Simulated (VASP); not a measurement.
A run of VASP 6.6.1 is set up as follows.

File INCAR:

```
PREC = Accurate ; ENCUT = 520
EDIFF = 1E-7 ; ISMEAR = 0
SIGMA = 0.1 ; LREAL = F
LASPH = T ; NELM = 100
ALGO = Normal ; ISIF = 2
LWAVE = F ; LCHARG = F
GGA = PS ; NBANDS = 42
```

Contents of KPOINTS:

```
regular mesh
0
Gamma
  8 8 8
```

File POSCAR:

```
CaAu5
1.0
    0.0000000000      3.8595301825      3.8595301825
    3.8595301825      0.0000000000      3.8595301825
    3.8595301825      3.8595301825      0.0000000000
Ca Au
1 5
Direct
    0.0000000000      0.0000000000      0.0000000000
    0.7500000000      0.7500000000      0.7500000000
    0.3753171075      0.8740486775      0.3753171075
    0.3753171075      0.3753171075      0.8740486775
    0.3753171075      0.3753171075      0.3753171075
    0.8740486775      0.3753171075      0.3753171075
```

Potentials or basis: VASP PAW PBE potentials, release 64 (Ca_sv, Au).

The run is started by

```bash
$ cat potpaw_PBE.64/Ca_sv/POTCAR potpaw_PBE.64/Au/POTCAR > POTCAR
$ mpirun -np 1 vasp_std > vasp.out
```

(1) What does it give for the pressure?

Answers

(1) -0.1 GPa.

Caveat: the PAW data sets were made with another functional, which shifts forces and pressure a little.
